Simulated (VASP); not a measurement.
# GaP (P-3m1) in VASP: further runs, part 2 of 2

VASP 6.6.1. The steps go on from the part before.

### 3 Single point, PBE

This run uses another cell than the first one: it holds 8 atoms, not 4.

Contents of INCAR:

```
PREC = Accurate
ENCUT = 520
EDIFF = 1E-6
ISMEAR = 0
SIGMA = 0.2
LREAL = False
LASPH = True
NELM = 60
ALGO = Normal
ISIF = 2
LWAVE = False
LCHARG = False
GGA = PE
NBANDS = 46
```

Contents of KPOINTS:

```
regular mesh
0
Gamma
  6 6 2
```

Contents of POSCAR:

```
GaP
1.0
    3.8179713029      0.0000000000      0.0000000000
   -1.9089856514      3.3064601392      0.0000000000
    0.0000000000      0.0000000000     12.6524336544
Ga P
4 4
Direct
    0.3333333333      0.6666666667      0.3368559955
    0.3333333333      0.6666666667      0.8368559955
    0.6666666667      0.3333333333      0.1631440045
    0.6666666667      0.3333333333      0.6631440045
    1.0000000000      0.0000000000      0.4132401915
    1.0000000000      0.0000000000      0.9132401915
    0.0000000000      0.0000000000      0.0867598085
    0.0000000000      1.0000000000      0.5867598085
```

Potentials or basis: VASP PAW PBE potentials, release 64 (Ga_d, P).

Started as:

```bash
> cat potpaw_PBE.64/Ga_d/POTCAR potpaw_PBE.64/P/POTCAR > POTCAR
> mpirun -np 1 vasp_std > vasp.out
```

OUTCAR:

```text
PREC = Accurate
   ENCUT = 520
   EDIFF = 1E-6
   ISMEAR = 0
   LREAL = False
   LASPH = True
   NELM = 60
   ISIF = 2
   GGA = PE

 ion  position               nearest neighbor table
   1  0.333  0.667  0.337-   5 2.41   5 2.41   5 2.41
   2  0.333  0.667  0.837-   6 2.41   6 2.41   6 2.41
   3  0.667  0.333  0.163-   7 2.41   7 2.41   7 2.41
   4  0.667  0.333  0.663-   8 2.41   8 2.41   8 2.41
   5  0.000  0.000  0.413-   8 2.20   1 2.41   1 2.41   1 2.41
   6  0.000  0.000  0.913-   7 2.20   2 2.41   2 2.41   2 2.41
   7  0.000  0.000  0.087-   6 2.20   3 2.41   3 2.41   3 2.41
   8  0.000  0.000  0.587-   5 2.20   4 2.41   4 2.41   4 2.41
[... 7 lines left out ...]
 A1 = (   3.8179713029,   0.0000000000,   0.0000000000)
 A2 = (  -1.9089856514,   3.3064601392,   0.0000000000)
 A3 = (   0.0000000000,   0.0000000000,  12.6524336544)

Analysis of symmetry for initial positions (statically):
=====================================================================
 Subroutine PRICEL returns following result:

  LATTYP: Found a hexagonal cell.
 ALAT       =     3.8179713029
 C/A-ratio  =     1.6569576682

  Lattice vectors:

 A1 = (   3.8179713029,   0.0000000000,   0.0000000000)
 A2 = (  -1.9089856514,   3.3064601392,   0.0000000000)
 A3 = (   0.0000000000,   0.0000000000,   6.3262168272)

   2 primitive cells build up your supercell.

 Routine SETGRP: Setting up the symmetry group for a
 hexagonal supercell.

 Subroutine GETGRP returns: Found 12 space group operations
 (whereof 12 operations were pure point group operations)
 out of a pool of 24 trial point group operations.

The static configuration has the point symmetry D_3d.

Analysis of symmetry for dynamics (positions and initial velocities):
[... 135 lines left out ...]
     AMIX_MAG =   1.60;   BMIX_MAG =  1.00
  volume/ion in A,a.u.               =      19.97       134.73
  Fermi-wavevector in a.u.,A,eV,Ry     =   1.255246  2.372072 21.437932  1.575644
  Thomas-Fermi vector in A             =   2.389012
   LORBIT       =      0    0 simple, 1 ext, 2 COOP (PROOUT), +10 PAW based schemes
   GGA     = PE    functional components
   LHFCALC =     F    Hartree Fock is set to
   AEXX    =    0.0000 exact exchange contribution
   IVDW    =     0    specifies the selected vdW correction
   LEPSILON=     F    determine dielectric tensor
   LRPA    =     F    only Hartree local field effects (RPA)
 non-spin polarized calculation
 Gauss-broadening in eV      SIGMA  =   0.20
  energy-cutoff  :      520.00
  volume of cell :      159.72
 maximum number of plane-waves:      4335
   NGX = 15   NGY = 15   NGZ = 47

 number of electron      72.0000003 magnetization

 Free energy of the ion-electron system (eV)
  ---------------------------------------------------
  ext. energy  EPLUGINS =         0.00000000
  ---------------------------------------------------
  free energy    TOTEN  =       -33.85180050 eV

  energy without entropy =      -33.80931557  energy(sigma->0) =      -33.83055804

 E-fermi :   5.0862     XC(G=0): -10.0569

 val. band max:        4.9179465639   @ k =   0.1667   0.0000   0.0000
 cond. band min:       5.0970871691   @ k =   0.0000   0.0000   0.0000
 fundamental gap:      0.1791406052
 Fermi energy:         5.0861629888

 k-point     1 :       0.0000    0.0000    0.0000
  band No.  band energies     occupation
      1      -9.6679      2.00000
      2      -9.6679      2.00000
      3      -9.6658      2.00000
      4      -9.6658      2.00000
      5      -9.6536      2.00000
      6      -9.6489      2.00000
[... 675 lines left out ...]
     45      11.4438      0.00000
     46      11.4438      0.00000

------------------------ aborting loop because EDIFF is reached ----------------------------------------

  FORCE on cell =-STRESS in cart. coord.  units (eV):
  Direction    XX          YY          ZZ          XY          YZ          ZX
  --------------------------------------------------------------------------------------
  -------------------------------------------------------------------------------------
  Total       -0.0005357     -0.0005357      0.1530824     -0.0000000      0.0000000     -0.0000000
  in kB       -0.0053738     -0.0053738      1.5355562     -0.0000000      0.0000000     -0.0000000
  external PRESSURE =       0.5082695 kB  Pullay stress =       0.0000000 kB

 VOLUME and BASIS-vectors are now :
 -----------------------------------------------------------------------------
  energy-cutoff  :      520.00
  volume of cell :      159.72
      direct lattice vectors                 reciprocal lattice vectors
     3.817971303  0.000000000  0.000000000     0.261919203  0.151219122  0.000000000
    -1.908985651  3.306460139  0.000000000     0.000000000  0.302438244  0.000000000
     0.000000000  0.000000000 12.652433654     0.000000000  0.000000000  0.079036178

 POSITION                                       TOTAL-FORCE (eV/Angst)
 -----------------------------------------------------------------------------------
     -0.00000      2.20431      4.26205        -0.000000      0.000000     -0.062938
     -0.00000      2.20431     10.58826        -0.000000      0.000000     -0.062938
      1.90899      1.10215      2.06417         0.000000     -0.000000      0.062938
      1.90899      1.10215      8.39039         0.000000     -0.000000      0.062938
      0.00000      0.00000      5.22849         0.000000      0.000000      0.077458
      0.00000      0.00000     11.55471         0.000000      0.000000      0.077458
      0.00000      0.00000      1.09772         0.000000      0.000000     -0.077458
      0.00000      0.00000      7.42394         0.000000      0.000000     -0.077458
 -----------------------------------------------------------------------------------
    total drift:                                0.000000      0.000000      0.000000

  FREE ENERGIE OF THE ION-ELECTRON SYSTEM (eV)
  ---------------------------------------------------
  free  energy   TOTEN  =       -33.8518005032 eV

  energy  without entropy=      -33.8093155712  energy(sigma->0) =      -33.83055804
```

It took 2.3 min on 1 thread of Intel Xeon Platinum 8259CL at 2.50GHz (Skylake/Cascade Lake), shared host; peak memory 0.29 GiB.

What came out:

| Item | Value |
| --- | --- |
| Free energy | -33.8518 eV |
| Pressure | 0.1 GPa |
| Largest force | 0.077 eV/Å |
| Band gap on the k mesh | zero (band 36 reaches 5.25 eV, above the bottom of band 37 at 4.90 eV) |

Forces on the atoms (eV/Å):
```
Ga   0.000  0.000 -0.063
Ga   0.000  0.000 -0.063
Ga   0.000  0.000  0.063
Ga   0.000  0.000  0.063
P    0.000  0.000  0.077
P    0.000  0.000  0.077
P    0.000  0.000 -0.077
P    0.000  0.000 -0.077
```

Stress tensor (GPa, compression positive):
```
0.00 0.00 0.00
0.00 0.00 0.00
0.00 0.00 0.15
```

Levels at points of the mesh, in eV from the Fermi level:
| k point | band 32 | band 33 | band 34 | band 35 | band 36 | band 37 | band 38 | band 39 | band 40 | band 41 |
| --- | --- | --- | --- | --- | --- | --- | --- | --- | --- | --- |
| (0.00, 0.00, 0.00) | -0.19 | 0.01 | 0.01 | 0.16 | 0.16 | 1.39 | 1.50 | 1.77 | 2.60 | 3.40 |
| (0.50, 0.00, 0.00) | -2.64 | -1.91 | -1.73 | -1.22 | -1.00 | 0.23 | 0.60 | 1.77 | 2.06 | 2.80 |
| (0.00, 0.00, 0.50) | -1.56 | 0.09 | 0.09 | 0.09 | 0.09 | 1.56 | 1.56 | 2.80 | 2.80 | 3.66 |
| (0.50, 0.00, 0.50) | -2.86 | -1.34 | -1.34 | -1.21 | -1.21 | 0.09 | 0.09 | 1.89 | 1.89 | 2.84 |

### 4 Single point, PBE

This run uses another cell than the first one, of 19.97 Å³/atom, 1.420 times its volume.

Contents of INCAR:

```
ALGO = Normal ; EDIFF = 1E-7
ENCUT = 520 ; GGA = PE
ISIF = 2 ; ISMEAR = 0
LASPH = True ; LCHARG = False
LREAL = False ; LWAVE = False
NBANDS = 26 ; NELM = 100
PREC = Accurate ; SIGMA = 0.1
```

Contents of KPOINTS:

```
k-points
0
Gamma
  12 12 8
```

Contents of POSCAR:

```
GaP
1.0
    3.8179713029      0.0000000000      0.0000000000
   -1.9089856514      3.3064601392      0.0000000000
    0.0000000000      0.0000000000      6.3262168272
Ga P
2 2
Direct
    0.3333333333      0.6666666667      0.6737119909
    0.6666666667      0.3333333333      0.3262880091
    0.0000000000      0.0000000000      0.8264803831
    0.0000000000      0.0000000000      0.1735196169
```

Potentials or basis: VASP PAW PBE potentials, release 64 (Ga_d, P).

Started as:

```bash
> cat potpaw_PBE.64/Ga_d/POTCAR potpaw_PBE.64/P/POTCAR > POTCAR
> mpirun -np 1 vasp_std > vasp.out
```

OUTCAR:

```text
EDIFF = 1E-7
   ENCUT = 520
   GGA = PE
   ISIF = 2
   ISMEAR = 0
   LASPH = True
   LREAL = False
   NELM = 100
   PREC = Accurate

 ion  position               nearest neighbor table
   1  0.333  0.667  0.674-   3 2.41   3 2.41   3 2.41
   2  0.667  0.333  0.326-   4 2.41   4 2.41   4 2.41
   3  0.000  0.000  0.826-   4 2.20   1 2.41   1 2.41   1 2.41
   4  0.000  0.000  0.174-   3 2.20   2 2.41   2 2.41   2 2.41

  LATTYP: Found a hexagonal cell.
 ALAT       =     3.8179713029
 C/A-ratio  =     1.6569576682

  Lattice vectors:

 A1 = (   3.8179713029,   0.0000000000,   0.0000000000)
 A2 = (  -1.9089856514,   3.3064601392,   0.0000000000)
 A3 = (   0.0000000000,   0.0000000000,   6.3262168272)

Analysis of symmetry for initial positions (statically):
=====================================================================
 Subroutine PRICEL returns:
 Original cell was already a primitive cell.

 Routine SETGRP: Setting up the symmetry group for a
 hexagonal supercell.

[... 167 lines left out ...]

  energy without entropy =      -16.92143276  energy(sigma->0) =      -16.92396021

 E-fermi :   5.1122     XC(G=0): -10.0561

 val. band max:        5.1054452271   @ k =   0.3333   0.3333   0.2500
 cond. band min:       5.1161707094   @ k =   0.4167   0.1667   0.5000
 fundamental gap:      0.0107254823
 Fermi energy:         5.1122400468

 k-point     1 :       0.0000    0.0000    0.0000
  band No.  band energies     occupation
      1      -9.6687      2.00000
      2      -9.6687      2.00000
      3      -9.6521      2.00000
      4      -9.6054      2.00000
      5      -9.6054      2.00000
      6      -9.5873      2.00000
[... 685 lines left out ...]
     25      11.1555      0.00000
     26      11.2842      0.00000

 [... further k-points ...]

------------------------ aborting loop because EDIFF is reached ----------------------------------------

  FORCE on cell =-STRESS in cart. coord.  units (eV):
  Direction    XX          YY          ZZ          XY          YZ          ZX
  --------------------------------------------------------------------------------------
  -------------------------------------------------------------------------------------
  Total        0.0037524      0.0037524     -0.0723579      0.0000000     -0.0000000      0.0000000
  in kB        0.0752791      0.0752791     -1.4516324      0.0000000     -0.0000000      0.0000000
  external PRESSURE =      -0.4336914 kB  Pullay stress =       0.0000000 kB

 VOLUME and BASIS-vectors are now :
 -----------------------------------------------------------------------------
  energy-cutoff  :      520.00
  volume of cell :       79.86
      direct lattice vectors                 reciprocal lattice vectors
     3.817971303  0.000000000  0.000000000     0.261919203  0.151219122  0.000000000
    -1.908985651  3.306460139  0.000000000     0.000000000  0.302438244  0.000000000
     0.000000000  0.000000000  6.326216827     0.000000000  0.000000000  0.158072356

 POSITION                                       TOTAL-FORCE (eV/Angst)
 -----------------------------------------------------------------------------------
     -0.00000      2.20431      4.26205         0.000000      0.000000     -0.003914
      1.90899      1.10215      2.06417        -0.000000     -0.000000      0.003914
      0.00000      0.00000      5.22849         0.000000     -0.000000      0.041843
      0.00000      0.00000      1.09772         0.000000      0.000000     -0.041843
 -----------------------------------------------------------------------------------
    total drift:                                0.000000     -0.000000      0.000000

  FREE ENERGIE OF THE ION-ELECTRON SYSTEM (eV)
  ---------------------------------------------------
  free  energy   TOTEN  =       -16.9264876687 eV

  energy  without entropy=      -16.9214327552  energy(sigma->0) =      -16.92396021
```

OSZICAR:

```text
N       E                     dE             d eps       ncg     rms          rms(c)
DAV:   1     0.233251422903E+03    0.23325E+03   -0.17093E+04  6918   0.204E+03
DAV:   2     0.100776653383E+02   -0.22317E+03   -0.21518E+03  7348   0.438E+02
DAV:   3    -0.163577895702E+02   -0.26435E+02   -0.25882E+02  8534   0.119E+02
DAV:   4    -0.172194316706E+02   -0.86164E+00   -0.85814E+00  7954   0.217E+01
DAV:   5    -0.172443178097E+02   -0.24886E-01   -0.24862E-01  9350   0.348E+00    0.643E+00
DAV:   6    -0.169546846920E+02    0.28963E+00   -0.54408E-01  9594   0.108E+01    0.377E+00
DAV:   7    -0.169266812011E+02    0.28003E-01   -0.22876E-01  7914   0.260E+00    0.137E+00
DAV:   8    -0.169262347743E+02    0.44643E-03   -0.25091E-02  8642   0.161E+00    0.256E-01
DAV:   9    -0.169263292962E+02   -0.94522E-04   -0.38979E-03  8548   0.622E-01    0.112E-01
DAV:  10    -0.169264237366E+02   -0.94440E-04   -0.69198E-04  8842   0.196E-01    0.409E-02
DAV:  11    -0.169264772605E+02   -0.53524E-04   -0.12185E-04  8132   0.101E-01    0.277E-02
DAV:  12    -0.169264863338E+02   -0.90733E-05   -0.16594E-05  8954   0.261E-02    0.950E-03
DAV:  13    -0.169264875300E+02   -0.11962E-05   -0.75727E-06  7628   0.225E-02    0.263E-03
DAV:  14    -0.169264876641E+02   -0.13405E-06   -0.92016E-07  8108   0.662E-03    0.217E-03
DAV:  15    -0.169264876687E+02   -0.45848E-08   -0.80224E-08  5162   0.200E-03
   1 F= -.16926488E+02 E0= -.16923960E+02  d E =-.505491E-02
```

stdout:

```text
POSCAR found type information on POSCAR GaP
 POSCAR found :  2 types and       4 ions
 scaLAPACK will be used
 LDA part: xc-table for (Slater+PW92), standard interpolation
 POSCAR, INCAR and KPOINTS ok, starting setup
 FFT: planning ... GRIDC
 FFT: planning ... GRID_SOFT
 FFT: planning ... GRID
 WAVECAR not read
 entering main loop
```

It took 2.6 min on 1 thread of AMD EPYC 7R13 (Zen 3), shared host; peak memory 0.31 GiB.

What came out:

```
Free energy            : -16.9265 eV
Pressure               : 0.0 GPa
Largest force          : 0.042 eV/Å
Band gap on the k mesh : zero (band 18 reaches 6.11 eV, above the bottom of band 19 at 4.19 eV)
```

Forces in eV/Å, atoms in the order of the input:
```
Ga   0.000  0.000 -0.004
Ga   0.000  0.000  0.004
P    0.000  0.000  0.042
P    0.000  0.000 -0.042
```

Levels at points of the mesh, in eV from the Fermi level:
| k point | band 15 | band 16 | band 17 | band 18 | band 19 | band 20 | band 21 | band 22 |
| --- | --- | --- | --- | --- | --- | --- | --- | --- |
| (0.00, 0.00, 0.00) | -1.62 | -0.22 | 0.14 | 0.14 | 1.37 | 1.48 | 3.38 | 3.70 |
| (0.50, 0.00, 0.00) | -4.77 | -3.03 | -1.94 | -1.02 | 0.57 | 2.78 | 3.08 | 3.72 |
| (0.00, 0.00, 0.50) | -1.54 | -1.54 | -0.01 | -0.01 | 1.75 | 2.58 | 3.69 | 3.69 |
| (0.50, 0.00, 0.50) | -3.78 | -2.66 | -1.75 | -1.25 | 0.20 | 1.74 | 2.04 | 3.80 |

### 5 Relaxation of cell and atoms, PBE

This run uses another cell than the first one, of 19.96 Å³/atom, 1.419 times its volume.

Contents of INCAR:

```
ALGO     = Normal         # electronic algorithm
EDIFF    = 1E-6           # SCF threshold, eV
EDIFFG   = -0.01          # ionic threshold
ENCUT    = 600            # plane-wave cutoff, eV
GGA      = PE             # functional
IBRION   = 2              # ionic algorithm
ISIF     = 3              # what is computed and relaxed
ISMEAR   = 0              # smearing method
LASPH    = T              # aspherical terms in the spheres
LCHARG   = F              # write CHGCAR
LREAL    = F              # projectors in reciprocal space
LWAVE    = F              # write WAVECAR
NELM     = 100            # most SCF steps
NSW      = 100            # ionic steps
PREC     = Accurate       # precision mode
SIGMA    = 0.1            # smearing width, eV
```

KPOINTS is that of step 4.

Contents of POSCAR:

```
GaP
1.0
    3.8119259259      0.0000000000      0.0000000000
   -1.9059629629      3.3012246892      0.0000000000
    0.0000000000      0.0000000000      6.3434211789
Ga P
2 2
Direct
    0.3333333333      0.6666666667      0.6720670817
    0.6666666667      0.3333333333      0.3279329183
    0.0000000000      0.0000000000      0.8272944812
    0.0000000000      0.0000000000      0.1727055188
```

Started as:

```bash
> cat potpaw_PBE.64/Ga_d/POTCAR potpaw_PBE.64/P/POTCAR > POTCAR
> mpirun -np 1 vasp_std > vasp.out
```

It took 12 min on 1 thread of AMD EPYC 7R13 (Zen 3), shared host; peak memory 0.37 GiB.

Results (log left out):

| Property | Result |
| --- | --- |
| Free energy | -16.9265 eV |
| Relaxed volume | 19.93 Å³/atom |
| Relaxed cell | a = 3.816 Å, b = 3.816 Å, c = 6.323 Å, α = 90.00°, β = 90.00°, γ = 120.00° |
| Space group after relaxing (to 0.05 Å) | P-3m1 (No. 164) |
| Energy gained by relaxing | 0.2 meV/atom |
| Ionic steps | 12 |
| Pressure after relaxing | 0.1 GPa |
| Largest force after relaxing | 0.006 eV/Å |
| Band gap on the k mesh | zero (band 18 reaches 6.13 eV, above the bottom of band 19 at 4.18 eV) |

Forces on the atoms (eV/Å):
```
Ga   0.000  0.000  0.005
Ga   0.000  0.000 -0.005
P    0.000  0.000  0.006
P    0.000  0.000 -0.006
```

Step by step:
```
step  energy change (eV)  largest force (eV/Å)  pressure (GPa)  volume (Å³)
   1              0.0000                0.0487           -0.18        79.83
   2             -0.0005                0.0399            0.12        79.57
   3             -0.0005                0.0381            0.08        79.58
   4             -0.0005                0.0381            0.14        79.58
   5             -0.0006                0.0174            0.03        79.66
   6             -0.0006                0.0123            0.01        79.71
   7             -0.0006                0.0106           -0.01        79.72
   8             -0.0006                0.0135            0.02        79.72
   9             -0.0007                0.0154           -0.02        79.76
  10             -0.0007                0.0107            0.02        79.75
  11             -0.0007                0.0120           -0.02        79.75
  12             -0.0007                0.0057            0.06        79.73
```

Final structure:
```yaml
crystal:
  lattice:
    - [3.81575, 0.00000, 0.00000]
    - [-1.90787, 3.30454, 0.00000]
    - [0.00000, 0.00000, 6.32290]
  atoms:
    - { symbol: Ga, position: [0.33333, 0.66667, 0.67322] }
    - { symbol: Ga, position: [0.66667, 0.33333, 0.32678] }
    - { symbol: P, position: [0.00000, 0.00000, 0.82677] }
    - { symbol: P, position: [0.00000, 0.00000, 0.17323] }
```

Levels at points of the mesh, in eV from the Fermi level:
```
           k point  band 14  band 15  band 16  band 17  band 18  band 19  band 20  band 21  band 22
(0.00, 0.00, 0.00)    -1.62    -1.62    -0.24     0.16     0.16     1.38     1.49     3.40     3.71
(0.50, 0.00, 0.00)    -5.85    -4.78    -3.03    -1.96    -1.01     0.57     2.79     3.08     3.70
(0.00, 0.00, 0.50)    -3.92    -1.54    -1.54     0.01     0.01     1.77     2.60     3.69     3.69
(0.50, 0.00, 0.50)    -6.58    -3.78    -2.66    -1.74    -1.26     0.19     1.74     2.05     3.81
```

### 6 Overview

```csv
task,cell,k mesh,cutoff (eV),smearing,gap on the mesh (eV),pressure (GPa),largest force (eV/Å)
single point,"a = 3.391, b = 3.391, c = 5.649 Å, angles 90.0, 90.0, 120.0°, 4 atoms",6 × 6 × 4,520,gaussian 0.1 eV,none,48.0,3.65
single point,"a = 3.818, b = 3.818, c = 12.652 Å, angles 90.0, 90.0, 120.0°, 8 atoms",6 × 6 × 2,520,gaussian 0.2 eV,none,0.1,0.08
single point,"a = 3.818, b = 3.818, c = 6.326 Å, angles 90.0, 90.0, 120.0°, 4 atoms",12 × 12 × 8,520,gaussian 0.1 eV,none,0.0,0.04
relaxation of cell and atoms,"relaxed from a = 3.812, b = 3.812, c = 6.343 Å, angles 90.0, 90.0, 120.0°, 4 atoms",12 × 12 × 8,600,gaussian 0.1 eV,none,0.1,0.01
```

Alike in all rows: level PBE; potentials or basis VASP PAW PBE potentials, release 64 (Ga_d, P); no spin polarisation.

Caveats: forces of over 1 eV/Å act on the atoms, so gaps and moduli don't describe the material at rest (some runs).

Total energies depend on the potentials used, so only differences within one code and one set of settings carry meaning.
